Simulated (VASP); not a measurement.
# Li2BeGeTe4 (I-42m) in VASP: further runs

Runs on Li2BeGeTe4. Level: PBE. Tasks: single point.

Everything below comes from runs of VASP 6.6.1. Logs are shortened: lines on timing, memory, paths and dates and some standing lists are left out, and cuts for length are marked.

**1. The cell of the first run**

It takes space group I-42m (No. 121, tetragonal). Conventional cell: a = 5.846 Å, b = 5.846 Å, c = 12.998 Å, α = 90.00°, β = 90.00°, γ = 90.00°. Within 3.6 Å of Li (site symmetry -4) lie 4 Te at 2.71 Å. Be (site symmetry -42m) has 4 Te at 2.49 Å within 3.3 Å. Ge (site symmetry -42m) has 4 Te at 2.62 Å within 3.5 Å. Te (site symmetry m) has 1 Be at 2.49 Å and 1 Ge at 2.62 Å and 2 Li at 2.71 Å within 3.3 Å.

**2. Single point, PBE**

Contents of INCAR:

```
SYSTEM = Li2BeGeTe4
PREC = Accurate
ENCUT = 520
EDIFF = 1E-7
ISMEAR = 0
SIGMA = 0.01
LREAL = .False.
LASPH = .True.
NELM = 80
ALGO = Normal
ISIF = 2
LWAVE = .False.
LCHARG = .True.
GGA = PE
LELF = .True.
LVHAR = .True.
NBANDS = 33
```

Contents of KPOINTS:

```
regular mesh
0
Gamma
  6 6 6
  0 0 0
```

Contents of POSCAR:

```
Li2BeGeTe4
1.0
   -2.9232241607      2.9232241607      6.4989176525
    2.9232241607     -2.9232241607      6.4989176525
    2.9232241607      2.9232241607     -6.4989176525
Li Be Ge Te
2 1 1 4
Direct
    0.7500000000      0.2500000000      0.5000000000
    0.2500000000      0.7500000000      0.5000000000
    0.0000000000      0.0000000000      0.0000000000
    0.5000000000      0.5000000000      0.0000000000
    0.8754050380      0.8754050380      0.5199010201
    0.1245949620      0.6444959820      0.0000000000
    0.6444959820      0.1245949620      0.0000000000
    0.3555040180      0.3555040180      0.4800989799
```

Potentials or basis: VASP PAW PBE potentials, release 64 (Li_sv, Be, Ge_d, Te).

Started as:

```
$ cat potpaw_PBE.64/Li_sv/POTCAR potpaw_PBE.64/Be/POTCAR potpaw_PBE.64/Ge_d/POTCAR potpaw_PBE.64/Te/POTCAR > POTCAR
$ mpirun -np 1 vasp_std > vasp.out
```

OUTCAR:

```text
SYSTEM = Li2BeGeTe4
   PREC = Accurate
   ENCUT = 520
   EDIFF = 1E-7
   ISMEAR = 0
   LREAL = .False.
   LASPH = .True.
   NELM = 80
   ISIF = 2
   GGA = PE

 ion  position               nearest neighbor table
   1  0.750  0.250  0.500-   8 2.71   7 2.71   6 2.71   5 2.71
   2  0.250  0.750  0.500-   8 2.71   6 2.71   7 2.71   5 2.71
   3  0.000  0.000  0.000-   5 2.49   6 2.49   7 2.49   8 2.49
   4  0.500  0.500  0.000-   5 2.62   6 2.62   7 2.62   8 2.62
   5  0.875  0.875  0.520-   3 2.49   4 2.62   1 2.71   2 2.71
   6  0.125  0.644  0.000-   3 2.49   4 2.62   2 2.71   1 2.71
   7  0.644  0.125  0.000-   3 2.49   4 2.62   1 2.71   2 2.71
   8  0.356  0.356  0.480-   3 2.49   4 2.62   2 2.71   1 2.71

  LATTYP: Found a body centered tetragonal cell.
 ALAT       =     5.8464483214
 C/A-ratio  =     2.2232019494

  Lattice vectors:

 A1 = (  -2.9232241607,   2.9232241607,   6.4989176525)
 A2 = (   2.9232241607,  -2.9232241607,   6.4989176525)
 A3 = (   2.9232241607,   2.9232241607,  -6.4989176525)

Analysis of symmetry for initial positions (statically):
=====================================================================
 Subroutine PRICEL returns:
 Original cell was already a primitive cell.

 Routine SETGRP: Setting up the symmetry group for a
 body centered tetragonal supercell.

 Subroutine GETGRP returns: Found  8 space group operations
 (whereof  8 operations were pure point group operations)
 out of a pool of 16 trial point group operations.

The static configuration has the point symmetry D_2d.

Analysis of symmetry for dynamics (positions and initial velocities):
=====================================================================
 Subroutine PRICEL returns:
 Original cell was already a primitive cell.

 Routine SETGRP: Setting up the symmetry group for a
 body centered tetragonal supercell.

 Subroutine GETGRP returns: Found  8 space group operations
 (whereof  8 operations were pure point group operations)
 out of a pool of 16 trial point group operations.

The dynamic configuration has the point symmetry D_2d.

 Subroutine INISYM returns: Found  8 space group operations
 (whereof  8 operations are pure point group operations),
 and found     1 'primitive' translations

----------------------------------------------------------------------------------------

                                     Primitive cell

  volume of cell :     222.1392

  direct lattice vectors                    reciprocal lattice vectors
    -2.923224161  2.923224161  6.498917653     0.000000000  0.171044016  0.076935888
     2.923224161 -2.923224161  6.498917653     0.171044016  0.000000000  0.076935888
     2.923224161  2.923224161 -6.498917653     0.171044016  0.171044016  0.000000000

  length of vectors
     7.702363900  7.702363900  7.702363900     0.187550490  0.187550490  0.241892767

  position of ions in fractional coordinates (direct lattice)
     0.750000000  0.250000000  0.500000000
     0.250000000  0.750000000  0.500000000
     0.000000000  0.000000000  0.000000000
     0.500000000  0.500000000  0.000000000
     0.875405038  0.875405038  0.519901020
     0.124594962  0.644495982  0.000000000
     0.644495982  0.124594962  0.000000000
     0.355504018  0.355504018  0.480098980

  ion indices of the primitive-cell ions
   primitive index   ion index
                 1           1
                 2           2
                 3           3
                 4           4
                 5           5
                 6           6
                 7           7
                 8           8

----------------------------------------------------------------------------------------

 KPOINTS: regular mesh

Automatic generation of k-mesh.
 Grid dimensions read from file:
 generate k-points for:    6    6    6

 Generating k-lattice:

  Cartesian coordinates                     Fractional coordinates (reciprocal lattice)
     0.000000000  0.028507336  0.012822648     0.166666667  0.000000000  0.000000000
     0.028507336  0.000000000  0.012822648     0.000000000  0.166666667  0.000000000
     0.028507336  0.028507336  0.000000000     0.000000000  0.000000000  0.166666667

  Length of vectors
     0.031258415  0.031258415  0.040315461

  Shift w.r.t. Gamma in fractional coordinates (k-lattice)
     0.000000000  0.000000000  0.000000000

 Subroutine IBZKPT returns following result:
 ===========================================

 Found     30 irreducible k-points:

 Following reciprocal coordinates:
            Coordinates               Weight
  0.000000  0.000000  0.000000      1.000000
  0.166667 -0.000000  0.000000      8.000000
  0.333333  0.000000  0.000000      8.000000
  0.500000  0.000000 -0.000000      4.000000
  0.166667  0.166667  0.000000      8.000000
  0.333333  0.166667 -0.000000     16.000000
[... 16 lines left out ...]
 -0.333333 -0.333333  0.166667      8.000000
 -0.166667 -0.333333  0.166667      8.000000
 [... further k-points ...]
   k-points           NKPTS =     30   k-points in BZ     NKDIM =     30   number of bands    NBANDS=     33
   number of dos      NEDOS =    301   number of ions     NIONS =      8
   total plane-waves  NPLWV = 216000
   dimension x,y,z NGX =    60 NGY =   60 NGZ =   60
   dimension x,y,z NGXF=   120 NGYF=  120 NGZF=  120
   ions per type =               2   1   1   4
   NGX,Y,Z   is equivalent  to a cutoff of  12.95, 12.95, 12.95 a.u.
   NGXF,Y,Z  is equivalent  to a cutoff of  25.90, 25.90, 25.90 a.u.
 SYSTEM =  Li2BeGeTe4
   PREC   = accura    normal or accurate (medium, high low for compatibility)
   ISTART =      0    job   : 0-new  1-cont  2-samecut
   ICHARG =      2    charge: 1-file 2-atom 10-const
   ISPIN  =      1    spin polarized calculation?
   LNONCOLLINEAR =      F non collinear calculations
   LSORBIT =      F    spin-orbit coupling
   LASPH  =      T    aspherical Exc in radial PAW
   ENCUT  =  520.0 eV  38.22 Ry    6.18 a.u.  14.32 14.32 14.32*2*pi/ulx,y,z
   NELM   =     80;   NELMIN=  2; NELMDL= -5     # of ELM steps
   EDIFF  = 0.1E-06   stopping-criterion for ELM
   LREAL  =      F    real-space projection
   EDIFFG = 0.1E-05   stopping-criterion for IOM
   NSW    =      0    number of steps for IOM
   IBRION =     -1    ionic relax: 0-MD 1-quasi-New 2-CG
   NFREE  =      0    steps in history (QN), initial steepest desc. (CG)
   ISIF   =      2    stress and relaxation
   ISYM   =      2    0-nonsym 1-usesym 2-fastsym
   POTIM  = 0.5000    time-step for ionic-motion
   TEBEG  =    0.0;   TEEND  =   0.0 temperature during run
   PSTRESS=    0.0 pullay stress
   NELECT =      46.0000    total number of electrons
   NUPDOWN=      -1.0000    fix difference up-down
   EMIN   =  10.00;   EMAX   =-10.00  energy-range for DOS
   EFERMI =   0.00;   METHOD = LEGACY
   ISMEAR =     0;   SIGMA  =   0.01  broadening in eV -4-tet -1-fermi 0-gaus
   EFERMI_NEDOS =   21; number of points for ismear=-14 and -15
   IALGO  =     38    algorithm
   IMIX   =      4    mixing-type and parameters
     AMIX     =   0.40;   BMIX     =  1.00
     AMIX_MAG =   1.60;   BMIX_MAG =  1.00
  volume/ion in A,a.u.               =      27.77       187.38
  Fermi-wavevector in a.u.,A,eV,Ry     =   0.968543  1.830281 12.763299  0.938076
  Thomas-Fermi vector in A             =   2.098521
   LORBIT       =      0    0 simple, 1 ext, 2 COOP (PROOUT), +10 PAW based schemes
   GGA     = PE    functional components
   LHFCALC =     F    Hartree Fock is set to
   AEXX    =    0.0000 exact exchange contribution
   IVDW    =     0    specifies the selected vdW correction
   LEPSILON=     F    determine dielectric tensor
   LRPA    =     F    only Hartree local field effects (RPA)
 non-spin polarized calculation
 Gauss-broadening in eV      SIGMA  =   0.01
  energy-cutoff  :      520.00
  volume of cell :      222.14
 maximum number of plane-waves:      6044
 NGX is ok and might be reduce to    60
   NGX = 29   NGY = 29   NGZ = 29

 number of electron      46.0000009 magnetization

 Free energy of the ion-electron system (eV)
  ---------------------------------------------------
  ext. energy  EPLUGINS =         0.00000000
  ---------------------------------------------------
  free energy    TOTEN  =       -28.23046462 eV

  energy without entropy =      -28.23046462  energy(sigma->0) =      -28.23046462

 E-fermi :   3.6191     XC(G=0):  -8.3551

 val. band max:        3.5587639670   @ k =  -0.1667   0.1667   0.0000
 cond. band min:       3.7711819981   @ k =   0.5000   0.5000   0.0000
 fundamental gap:      0.2124180311
 Fermi energy:         3.6191107904

 k-point     1 :       0.0000    0.0000    0.0000
  band No.  band energies     occupation
      1     -41.9622      2.00000
      2     -41.9618      2.00000
      3     -21.6226      2.00000
      4     -21.6226      2.00000
      5     -21.6135      2.00000
      6     -21.6085      2.00000
[... 25 lines left out ...]
     32       8.0413      0.00000
     33       8.5230      0.00000

 k-point     2 :       0.1667   -0.0000    0.0000
  band No.  band energies     occupation
      1     -41.9622      2.00000
      2     -41.9618      2.00000
      3     -21.6226      2.00000
      4     -21.6226      2.00000
      5     -21.6135      2.00000
      6     -21.6085      2.00000
[... 25 lines left out ...]
     32       8.3776      0.00000
     33       8.8055      0.00000
[... 754 lines left out ...]
     32       8.7834      0.00000
     33       9.5919      0.00000

 k-point    24 :      -0.1667   -0.3333    0.1667
  band No.  band energies     occupation
      1     -41.9621      2.00000
      2     -41.9618      2.00000
      3     -21.6226      2.00000
      4     -21.6226      2.00000
      5     -21.6135      2.00000
      6     -21.6085      2.00000
[... 25 lines left out ...]
     32       8.7974      0.00000
     33       9.1866      0.00000

 [... further k-points ...]

------------------------ aborting loop because EDIFF is reached ----------------------------------------

  FORCE on cell =-STRESS in cart. coord.  units (eV):
  Direction    XX          YY          ZZ          XY          YZ          ZX
  --------------------------------------------------------------------------------------
  -------------------------------------------------------------------------------------
  Total        1.0147408      1.0147408      0.9808012      0.0000000      0.0000000      0.0000000
  in kB        7.3188092      7.3188092      7.0740204      0.0000000      0.0000000      0.0000000
  external PRESSURE =       7.2372129 kB  Pullay stress =       0.0000000 kB

 VOLUME and BASIS-vectors are now :
 -----------------------------------------------------------------------------
  energy-cutoff  :      520.00
  volume of cell :      222.14
      direct lattice vectors                 reciprocal lattice vectors
    -2.923224161  2.923224161  6.498917653     0.000000000  0.171044016  0.076935888
     2.923224161 -2.923224161  6.498917653     0.171044016  0.000000000  0.076935888
     2.923224161  2.923224161 -6.498917653     0.171044016  0.171044016  0.000000000

 POSITION                                       TOTAL-FORCE (eV/Angst)
 -----------------------------------------------------------------------------------
      0.00000      2.92322      3.24946        -0.000000     -0.000000     -0.000000
      2.92322      0.00000      3.24946         0.000000     -0.000000     -0.000000
      0.00000      0.00000      0.00000         0.000000     -0.000000     -0.000000
      0.00000      0.00000      6.49892        -0.000000     -0.000000     -0.000000
      1.51979      1.51979      7.99958         0.119228      0.119228      0.122038
      1.51979     -1.51979      4.99826         0.119228     -0.119228     -0.122038
     -1.51979      1.51979      4.99826        -0.119228      0.119228     -0.122038
      1.40344      1.40344      1.50066        -0.119228     -0.119228      0.122038
 -----------------------------------------------------------------------------------
    total drift:                                0.000003      0.000003      0.000002

  FREE ENERGIE OF THE ION-ELECTRON SYSTEM (eV)
  ---------------------------------------------------
  free  energy   TOTEN  =       -28.2304646201 eV

  energy  without entropy=      -28.2304646201  energy(sigma->0) =      -28.23046462
```

Wall time 3.3 min (1 thread of AMD EPYC 9R45 (Zen 5), shared host); peak memory 0.6 GiB.

Results:

```yaml
Free_energy: -28.2305 eV
Largest_force: 0.208 eV/Å
Band_gap_on_the_k_mesh: 0.21 eV (least direct gap 0.29 eV)
```

Forces on the atoms (eV/Å):
```
Li   0.000  0.000  0.000
Li   0.000  0.000  0.000
Be   0.000  0.000  0.000
Ge   0.000  0.000  0.000
Te   0.119  0.119  0.122
Te   0.119 -0.119 -0.122
Te  -0.119  0.119 -0.122
Te  -0.119 -0.119  0.122
```

Levels at points of the mesh, in eV from the valence-band top:
| k point | band 21 | band 22 | band 23 | band 24 | band 25 | band 26 |
| --- | --- | --- | --- | --- | --- | --- |
| (0.00, 0.00, 0.00) | -0.63 | 0.00 | 0.00 | 0.35 | 1.56 | 3.47 |
| (0.50, 0.00, 0.00) | -1.40 | -0.92 | -0.89 | 1.72 | 2.64 | 3.11 |
| (0.50, 0.50, 0.00) | -1.04 | -0.12 | -0.08 | 0.21 | 2.41 | 3.55 |
| (0.50, 0.50, 0.50) | -1.61 | -0.46 | -0.46 | 0.42 | 1.73 | 2.09 |

Caveat: the cutoff is under 1.25 times the usual one of these potentials, so pressure, stress and relaxed cells hold a basis-set (Pulay) error; semilocal functionals underestimate gaps, and a narrow one can read as zero; spin-orbit coupling is left out, which moves the levels of the heavy elements.

(Continued in part 2 of 2.)
